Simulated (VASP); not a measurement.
# Be (P6/mmm) in VASP: notebook

The runs below take Be through single point, relaxation of cell and atoms, with PBE.

Program: VASP 6.6.1. These are calculated values, not measurements. Logs are shortened: lines on timing, memory, paths and dates and some standing lists are left out, and cuts for length are marked.

### 1 The cell of the first run

It takes space group P6/mmm (No. 191, hexagonal). Conventional cell: a = 2.701 Å, b = 2.701 Å, c = 1.609 Å, α = 90.00°, β = 90.00°, γ = 120.00°. Within 2.1 Å of Be (site symmetry 6/mmm) lie 14 Be at 1.61 to 1.75 Å. Be (site symmetry -6m2) has 11 Be at 1.56 to 1.75 Å within 2.1 Å.

This isn't the form of Be at room conditions, which is hcp.

### 2 Single point, PBE

Input file INCAR:

```
SYSTEM = Be
PREC = Accurate
ENCUT = 520
EDIFF = 1E-6
ISMEAR = -1
SIGMA = 0.08
LREAL = .FALSE.
LASPH = .TRUE.
NELM = 60
ALGO = Normal
ISIF = 2
LWAVE = .FALSE.
LCHARG = .FALSE.
GGA = PE
NBANDS = 10
```

Input file KPOINTS:

```
regular mesh
0
G
  13 13 19
  0 0 0
```

Input file POSCAR:

```
Be
1.0
    2.7006841503      0.0000000000      0.0000000000
   -1.3503420751      2.3388610818      0.0000000000
    0.0000000000      0.0000000000      1.6087735068
Be
3
Direct
    0.0000000000      0.0000000000      0.0000000000
    0.3333333333      0.6666666667      0.5000000000
    0.6666666667      0.3333333333      0.5000000000
```

Potentials or basis: VASP PAW PBE potentials, release 64 (Be).

Started as:

```
$ cat potpaw_PBE.64/Be/POTCAR > POTCAR
$ mpirun -np 1 vasp_std > vasp.out
```

OUTCAR:

```text
SYSTEM = Be
   PREC = Accurate
   ENCUT = 520
   EDIFF = 1E-6
   ISMEAR = -1
   LREAL = .FALSE.
   LASPH = .TRUE.
   NELM = 60
   ISIF = 2
   GGA = PE

 ion  position               nearest neighbor table
   1  0.000  0.000  0.000-   2 1.75   3 1.75   2 1.75   3 1.75   3 1.75   3 1.75   2 1.75   2 1.75
                             3 1.75   3 1.75   2 1.75   2 1.75
   2  0.333  0.667  0.500-   3 1.56   3 1.56   3 1.56   1 1.75   1 1.75   1 1.75   1 1.75   1 1.75
                             1 1.75   3 2.24   3 2.24   3 2.24   3 2.24   3 2.24   3 2.24
   3  0.667  0.333  0.500-   2 1.56   2 1.56   2 1.56   1 1.75   1 1.75   1 1.75   1 1.75   1 1.75
                             1 1.75   2 2.24   2 2.24   2 2.24   2 2.24   2 2.24   2 2.24

  LATTYP: Found a hexagonal cell.
 ALAT       =     2.7006841503
 C/A-ratio  =     0.5956910980

  Lattice vectors:

 A1 = (   2.7006841503,   0.0000000000,   0.0000000000)
 A2 = (  -1.3503420751,   2.3388610818,   0.0000000000)
 A3 = (   0.0000000000,   0.0000000000,   1.6087735068)

Analysis of symmetry for initial positions (statically):
=====================================================================
 Subroutine PRICEL returns:
 Original cell was already a primitive cell.

 Routine SETGRP: Setting up the symmetry group for a
 hexagonal supercell.

 Subroutine GETGRP returns: Found 24 space group operations
 (whereof 24 operations were pure point group operations)
 out of a pool of 24 trial point group operations.

The static configuration has the point symmetry D_6h.

Analysis of symmetry for dynamics (positions and initial velocities):
=====================================================================
 Subroutine PRICEL returns:
 Original cell was already a primitive cell.

 Routine SETGRP: Setting up the symmetry group for a
 hexagonal supercell.

 Subroutine GETGRP returns: Found 24 space group operations
 (whereof 24 operations were pure point group operations)
 out of a pool of 24 trial point group operations.

The dynamic configuration has the point symmetry D_6h.

 Subroutine INISYM returns: Found 24 space group operations
 (whereof 24 operations are pure point group operations),
 and found     1 'primitive' translations

----------------------------------------------------------------------------------------

                                     Primitive cell

  volume of cell :      10.1619

  direct lattice vectors                    reciprocal lattice vectors
[... 96 lines left out ...]
   ISYM   =      2    0-nonsym 1-usesym 2-fastsym
   POTIM  = 0.5000    time-step for ionic-motion
   TEBEG  =    0.0;   TEEND  =   0.0 temperature during run
   PSTRESS=    0.0 pullay stress
   NELECT =       6.0000    total number of electrons
   NUPDOWN=      -1.0000    fix difference up-down
   EMIN   =  10.00;   EMAX   =-10.00  energy-range for DOS
   EFERMI =   0.00;   METHOD = LEGACY
   ISMEAR =    -1;   SIGMA  =   0.08  broadening in eV -4-tet -1-fermi 0-gaus
   EFERMI_NEDOS =   21; number of points for ismear=-14 and -15
   IALGO  =     38    algorithm
   IMIX   =      4    mixing-type and parameters
     AMIX     =   0.40;   BMIX     =  1.00
     AMIX_MAG =   1.60;   BMIX_MAG =  1.00
  volume/ion in A,a.u.               =       3.39        22.86
  Fermi-wavevector in a.u.,A,eV,Ry     =   1.373412  2.595373 25.664136  1.886261
  Thomas-Fermi vector in A             =   2.498931
   LORBIT       =      0    0 simple, 1 ext, 2 COOP (PROOUT), +10 PAW based schemes
   GGA     = PE    functional components
   LHFCALC =     F    Hartree Fock is set to
   AEXX    =    0.0000 exact exchange contribution
   IVDW    =     0    specifies the selected vdW correction
   LEPSILON=     F    determine dielectric tensor
   LRPA    =     F    only Hartree local field effects (RPA)
 non-spin polarized calculation
  energy-cutoff  :      520.00
  volume of cell :       10.16
 maximum number of plane-waves:       283
 NGX is ok and might be reduce to    20
   NGX =  9   NGY =  9   NGZ =  5

 number of electron       6.0000000 magnetization

 Free energy of the ion-electron system (eV)
  ---------------------------------------------------
  ext. energy  EPLUGINS =         0.00000000
  ---------------------------------------------------
  free energy    TOTEN  =        -1.05746715 eV

  energy without entropy =       -1.05087893  energy(sigma->0) =       -1.05417304

 E-fermi :  18.0101     XC(G=0): -13.7752

 val. band max:       17.9129358068   @ k =   0.3077   0.0000   0.3158
 cond. band min:      18.0577074055   @ k =   0.2308   0.0769   0.4737
 fundamental gap:      0.1447715987
 Fermi energy:        18.0101410036

 k-point     1 :       0.0000    0.0000    0.0000
  band No.  band energies     occupation
      1       0.7934      2.00000
      2      14.3223      2.00000
      3      14.3223      2.00000
      4      14.6472      2.00000
      5      14.6472      2.00000
      6      31.7597      0.00000
      7      33.5650      0.00000
      8      39.5822      0.00000
      9      55.0635      0.00000
     10      55.0635      0.00000
[... 287 lines left out ...]
 k-point    24 :       0.1538    0.0000    0.0526
  band No.  band energies     occupation
      1       1.1388      2.00000
      2      10.6051      2.00000
      3      11.1241      2.00000
      4      18.5259      0.00317
      5      19.4169      0.00000
      6      31.7539      0.00000
      7      33.9196      0.00000
      8      40.7703      0.00000
      9      51.7635      0.00000
     10      52.2617      0.00000

 [... further k-points ...]

------------------------ aborting loop because EDIFF is reached ----------------------------------------

  FORCE on cell =-STRESS in cart. coord.  units (eV):
  Direction    XX          YY          ZZ          XY          YZ          ZX
  --------------------------------------------------------------------------------------
  -------------------------------------------------------------------------------------
  Total       26.8561512     26.8561512     26.8547529      0.0000000     -0.0000000      0.0000000
  in kB     4234.2961270   4234.2961271   4234.0756537      0.0000001     -0.0000000      0.0000000
  external PRESSURE =    4234.2226359 kB  Pullay stress =       0.0000000 kB

 VOLUME and BASIS-vectors are now :
 -----------------------------------------------------------------------------
  energy-cutoff  :      520.00
  volume of cell :       10.16
      direct lattice vectors                 reciprocal lattice vectors
     2.700684150  0.000000000  0.000000000     0.370276546  0.213779264  0.000000000
    -1.350342075  2.338861082  0.000000000     0.000000000  0.427558527  0.000000000
     0.000000000  0.000000000  1.608773507     0.000000000  0.000000000  0.621591539

 POSITION                                       TOTAL-FORCE (eV/Angst)
 -----------------------------------------------------------------------------------
      0.00000      0.00000      0.00000         0.000000      0.000000      0.000000
     -0.00000      1.55924      0.80439        -0.000000      0.000000      0.000000
      1.35034      0.77962      0.80439         0.000000     -0.000000     -0.000000
 -----------------------------------------------------------------------------------
    total drift:                               -0.000000      0.000000      0.000000

  FREE ENERGIE OF THE ION-ELECTRON SYSTEM (eV)
  ---------------------------------------------------
  free  energy   TOTEN  =        -1.0574671499 eV

  energy  without entropy=       -1.0508789341  energy(sigma->0) =       -1.05417304
```

OSZICAR:

```text
N       E                     dE             d eps       ncg     rms          rms(c)
DAV:   1     0.195539211719E+02    0.19554E+02   -0.36080E+03  4304   0.566E+02
DAV:   2    -0.158456186346E+01   -0.21138E+02   -0.20492E+02  5530   0.142E+02
DAV:   3    -0.178609269728E+01   -0.20153E+00   -0.20089E+00  5632   0.101E+01
DAV:   4    -0.178632533942E+01   -0.23264E-03   -0.23262E-03  5296   0.298E-01
DAV:   5    -0.178632551024E+01   -0.17081E-06   -0.17162E-06  5198   0.819E-03    0.374E+00
DAV:   6    -0.120200923610E+01    0.58432E+00   -0.17667E-01  4520   0.573E+00    0.249E+00
DAV:   7    -0.106328070557E+01    0.13873E+00   -0.10120E-01  4506   0.442E+00    0.260E-01
DAV:   8    -0.105741460492E+01    0.58661E-02   -0.24787E-03  4912   0.596E-01    0.128E-01
DAV:   9    -0.105747043961E+01   -0.55835E-04   -0.21409E-05  5680   0.511E-02    0.354E-02
DAV:  10    -0.105746615726E+01    0.42824E-05   -0.30928E-06  5050   0.172E-02    0.707E-03
DAV:  11    -0.105746777734E+01   -0.16201E-05   -0.33856E-07  3106   0.595E-03    0.293E-03
DAV:  12    -0.105746714992E+01    0.62742E-06   -0.29024E-08  2722   0.227E-03
   1 F= -.10574671E+01 E0= -.10541730E+01  d E =-.658822E-02
```

It took 26 s on 1 thread of Intel Xeon 8259CL, shared host; peak memory 0.13 GiB.

Results:

```yaml
Free_energy: -1.0575 eV
Pressure: 423.4 GPa
Band_gap_on_the_k_mesh: zero (bands 3 and 4 overlap by 10.06 eV)
```

Caveat: the cell stands under pressure.

### 3 Single point, PBE

Input file INCAR:

```
SYSTEM = Be
  PREC = Accurate
  ENCUT = 520
  EDIFF = 1E-6
  ISMEAR = -1
  SIGMA = 0.08
  LREAL = .FALSE.
  LASPH = .TRUE.
  NELM = 60
  ALGO = Normal
  ISIF = 2
  LWAVE = .FALSE.
  LCHARG = .FALSE.
  GGA = PE
  NBANDS = 10
```

Input file KPOINTS:

```
Automatic mesh
0
G
  13 13 19
  0 0 0
```

Input file POSCAR:

```
Be
1.0
    2.7002233898      0.0000000000      0.0000000000
   -1.3501116949      2.3384620515      0.0000000000
    0.0000000000      0.0000000000      1.6083837519
Be
3
Direct
    0.0000000000      0.0000000000      0.0000000000
    0.3333333333      0.6666666667      0.5000000000
    0.6666666667      0.3333333333      0.5000000000
```

Potentials or basis: VASP PAW PBE potentials, release 64 (Be).

Started as:

```
$ cat potpaw_PBE.64/Be/POTCAR > POTCAR
$ mpirun -np 1 vasp_std > vasp.out
```

Wall time 27 s (1 thread of Intel Xeon 8259CL, shared host); peak memory 0.12 GiB.

Results (log left out):

```yaml
Free_energy: -1.0418 eV
Pressure: 424.1 GPa
Band_gap_on_the_k_mesh: zero (bands 3 and 4 overlap by 10.06 eV)
```

Stress tensor (GPa, compression positive):
```
424.08   0.00   0.00
  0.00 424.08   0.00
  0.00   0.00 424.20
```

Levels at points of the mesh, in eV from the Fermi level:
```tsv
k point	band 1	band 2	band 3	band 4	band 5	band 6	band 7
(0.00, 0.00, 0.00)	-17.22	-3.69	-3.69	-3.37	-3.37	13.76	15.56
```

Caveat: the cell stands under pressure.

### 4 Relaxation of cell and atoms, PBE, target pressure 420 GPa, at which the enthalpy is minimised

This run uses another cell than the first one, of 3.38 Å³/atom.

Input file INCAR:

```
ALGO = Normal
EDIFF = 1E-6
EDIFFG = -0.005
ENCUT = 600
GGA = PE
IBRION = 2
ISIF = 3
ISMEAR = -1
LASPH = T
LCHARG = F
LREAL = F
LWAVE = F
NELM = 100
NSW = 60
PREC = Accurate
PSTRESS = 4200.0
SIGMA = 0.08
```

Input file KPOINTS:

```
k-points
0
Gamma
  13 13 19
```

Input file POSCAR:

```
Be
1.0
    2.6624349077      0.0000000000      0.0000000000
   -1.3312174538      2.3057362659      0.0000000000
    0.0000000000      0.0000000000      1.6507096428
Be
3
Direct
    0.0000000000      0.0000000000      0.0000000000
    0.3333333333      0.6666666667      0.5000000000
    0.6666666667      0.3333333333      0.5000000000
```

Started as:

```
$ cat potpaw_PBE.64/Be/POTCAR > POTCAR
$ mpirun -np 1 vasp_std > vasp.out
```

It took 53 s on 1 thread of Intel Xeon Platinum 8259CL at 2.50GHz (Skylake/Cascade Lake), shared host; peak memory 0.13 GiB.

Results (log left out):

- Free energy: -1.1333 eV
- Relaxed volume: 3.40 Å³/atom
- Relaxed cell: a = 2.703 Å, b = 2.703 Å, c = 1.610 Å, α = 90.00°, β = 90.00°, γ = 120.00°
- Space group after relaxing (to 0.1 Å): P6/mmm (No. 191)
- Energy change on relaxing (the run minimises the enthalpy): -75.0 meV/atom
- Ionic steps: 6
- Pressure after relaxing: 420.1 GPa
- Band gap on the k mesh: zero (bands 3 and 4 overlap by 10.03 eV)

Stress tensor (GPa, compression positive):
```
420.13   0.00   0.00
  0.00 420.13   0.00
  0.00   0.00 419.93
```

The path:
```csv
step,energy change (eV),largest force (eV/Å),pressure (GPa),volume (Å³)
1,0.0000,0.0000,428.25,10.13
2,-0.5639,0.0000,400.63,10.36
3,-0.3604,0.0000,414.06,10.24
4,-0.3549,0.0000,414.32,10.24
5,0.0534,0.0000,432.40,10.09
6,-0.2249,0.0000,420.06,10.19
```

Final structure:
```yaml
crystal:
  lattice:
    - [2.70313, 0.00000, 0.00000]
    - [-1.35157, 2.34098, 0.00000]
    - [0.00000, 0.00000, 1.61040]
  atoms:
    - { symbol: Be, position: [0.00000, 0.00000, 0.00000] }
    - { symbol: Be, position: [0.33333, 0.66667, 0.50000] }
    - { symbol: Be, position: [0.66667, 0.33333, 0.50000] }
```

Levels at points of the mesh, in eV from the Fermi level:
| k point | band 1 | band 2 | band 3 | band 4 | band 5 | band 6 | band 7 |
| --- | --- | --- | --- | --- | --- | --- | --- |
| (0.00, 0.00, 0.00) | -17.20 | -3.68 | -3.68 | -3.35 | -3.35 | 13.71 | 15.51 |

Caveat: the cell is relaxed towards a set pressure, so the run minimises the enthalpy, not the energy.

### 5 Relaxation of cell and atoms, PBE, target pressure 420 GPa, at which the enthalpy is minimised

Input file INCAR:

```
SYSTEM = Be
PREC = Accurate ; ENCUT = 600
EDIFF = 1E-6 ; ISMEAR = -1
SIGMA = 0.08 ; LREAL = .False.
LASPH = .True. ; NELM = 60
ALGO = Normal ; ISIF = 3
LWAVE = .False. ; LCHARG = .False.
GGA = PE ; IBRION = 2
NSW = 32 ; EDIFFG = -0.005
PSTRESS = 4200.0
```

Input file KPOINTS:

```
regular mesh
0
Gamma
  13 13 19
  0 0 0
```

Input file POSCAR:

```
Be
1.0
    2.7006841503      0.0000000000      0.0000000000
   -1.3503420751      2.3388610818      0.0000000000
    0.0000000000      0.0000000000      1.6087735068
Be
3
Direct
    0.0000000000      0.0000000000      0.0000000000
    0.3333333333      0.6666666667      0.5000000000
    0.6666666667      0.3333333333      0.5000000000
```

Started as:

```
$ cat potpaw_PBE.64/Be/POTCAR > POTCAR
$ mpirun -np 1 vasp_std > vasp.out
```

It took 27 s on 1 thread of Intel Xeon Platinum 8259CL at 2.50GHz (Skylake/Cascade Lake), shared host; peak memory 0.13 GiB.

The run converged. Its results:

- Free energy: -1.1337 eV
- Relaxed volume: 3.40 Å³/atom
- Relaxed cell: a = 2.703 Å, b = 2.703 Å, c = 1.610 Å, α = 90.00°, β = 90.00°, γ = 120.00°
- Space group after relaxing (to 0.1 Å): P6/mmm (No. 191)
- Energy change on relaxing (the run minimises the enthalpy): -25.4 meV/atom
- Ionic steps: 3
- Pressure after relaxing: 420.0 GPa
- Band gap on the k mesh: zero (bands 3 and 4 overlap by 10.04 eV)

The path:
```tsv
step	energy change (eV)	largest force (eV/Å)	pressure (GPa)	volume (Å³)
1	0.0000	0.0000	423.42	10.16
2	-0.2780	0.0000	411.09	10.27
3	-0.0761	0.0000	420.04	10.19
```

Final structure:
```cif
data_structure
_symmetry_space_group_name_H-M 'P 1'
_symmetry_Int_Tables_number 1
_cell_length_a 2.7032
_cell_length_b 2.7032
_cell_length_c 1.6103
_cell_angle_alpha 90.000
_cell_angle_beta 90.000
_cell_angle_gamma 120.000
_cell_volume 10.19
loop_
_atom_site_label
_atom_site_type_symbol
_atom_site_fract_x
_atom_site_fract_y
_atom_site_fract_z
_atom_site_occupancy
Be1 Be 0.00000 0.00000 0.00000 1
Be2 Be 0.33333 0.66667 0.50000 1
Be3 Be 0.66667 0.33333 0.50000 1
```

Levels at points of the mesh, in eV from the Fermi level:
```tsv
k point	band 1	band 2	band 3	band 4	band 5	band 6	band 7
(0.00, 0.00, 0.00)	-17.20	-3.68	-3.68	-3.35	-3.35	13.71	15.50
```

Caveat: the cell is relaxed towards a set pressure, so the run minimises the enthalpy, not the energy.

### 6 The runs side by side

```tsv
task	cell	cutoff (eV)	gap on the mesh (eV)	pressure (GPa)
single point	a = 2.701, b = 2.701, c = 1.609 Å, angles 90.0, 90.0, 120.0°, 3 atoms	520	none	423.4
single point	a = 2.700, b = 2.700, c = 1.608 Å, angles 90.0, 90.0, 120.0°, 3 atoms	520	none	424.1
relaxation of cell and atoms	relaxed to 420 GPa from a = 2.662, b = 2.662, c = 1.651 Å, angles 90.0, 90.0, 120.0°, 3 atoms	600	none	420.1
relaxation of cell and atoms	relaxed to 420 GPa from a = 2.701, b = 2.701, c = 1.609 Å, angles 90.0, 90.0, 120.0°, 3 atoms	600	none	420.0
```

Alike in all rows: level PBE; potentials or basis VASP PAW PBE potentials, release 64 (Be); no spin polarisation; k mesh 13 × 13 × 19; smearing fermi-dirac 0.08 eV.

Caveats: the cell stands under pressure (at least some runs); the cell is relaxed towards a set pressure, so the run minimises the enthalpy, not the energy (at least some runs).

Total energies depend on the potentials used, so only differences within one code and one set of settings carry meaning.
